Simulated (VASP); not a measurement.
Wanted: the native input for a VASP 6.6.1 run.

| Property | Result |
| --- | --- |
| Task | relaxation of cell and atoms |
| Functional | PBE |
| Potentials or basis | VASP PAW PBE potentials, release 64 (Na_pv, Ti_sv, B) |
| Cutoff | 600 eV |
| k mesh | 10 × 10 × 10 |
| Occupations | gaussian, width 0.1 eV |
| Spin | no spin polarisation |
| Dipole correction | no |
| Further INCAR settings | ALGO = Normal; EDIFF = 1e-06; IBRION = 2; EDIFFG = -0.01; NSW = 100; ISIF = 3 |

The structure of NaTi2B6 lies in POSCAR:

```
NaTi2B6
1.0
    0.0000000000      3.5126044549      3.5126044549
    3.5126044549      0.0000000000      3.5126044549
    3.5126044549      3.5126044549      0.0000000000
Na Ti B
1 2 6
Direct
    0.0000000000      0.0000000000      0.0000000000
    0.2500000000      0.2500000000      0.2500000000
    0.7500000000      0.7500000000      0.7500000000
    0.6767198272      0.3232801728      0.3232801728
    0.3232801728      0.6767198272      0.6767198272
    0.3232801728      0.6767198272      0.3232801728
    0.6767198272      0.3232801728      0.6767198272
    0.3232801728      0.3232801728      0.6767198272
    0.6767198272      0.6767198272      0.3232801728
```

The cell was generated, and may not be a known phase.

The input as run:

INCAR

```
PREC = Accurate
ENCUT = 600
EDIFF = 1E-6
ISMEAR = 0
SIGMA = 0.1
LREAL = False
LASPH = True
NELM = 100
ALGO = Normal
ISIF = 3
LWAVE = False
LCHARG = False
GGA = PE
IBRION = 2
NSW = 100
EDIFFG = -0.01
```

KPOINTS

```
Automatic mesh
0
Gamma
  10 10 10
```

Potentials or basis: VASP PAW PBE potentials, release 64 (Na_pv, Ti_sv, B).

Command:

```sh
$ cat potpaw_PBE.64/Na_pv/POTCAR potpaw_PBE.64/Ti_sv/POTCAR potpaw_PBE.64/B/POTCAR > POTCAR
$ mpirun -np 1 vasp_std > vasp.out
```

It gave:

```json
{
 "Relaxed volume": "9.67 Å³/atom",
 "Relaxed cell": "a = 4.975 Å, b = 4.975 Å, c = 4.975 Å, α = 60.00°, β = 60.00°, γ = 60.00°",
 "Space group after relaxing (to 0.1 Å)": "Fm-3m (No. 225)",
 "Energy gained by relaxing": "0.1 meV/atom",
 "Ionic steps": "4",
 "Pressure after relaxing": "-0.2 GPa",
 "Largest force after relaxing": "0.003 eV/Å",
 "Band gap on the k mesh": "zero (an odd number of electrons rules out a gap without spin polarisation)"
}
```

Wall time 4.3 min on 1 thread of Intel(R) Xeon(R) 6975P-C (Granite Rapids), with other jobs on the host, peak memory 0.34 GiB.
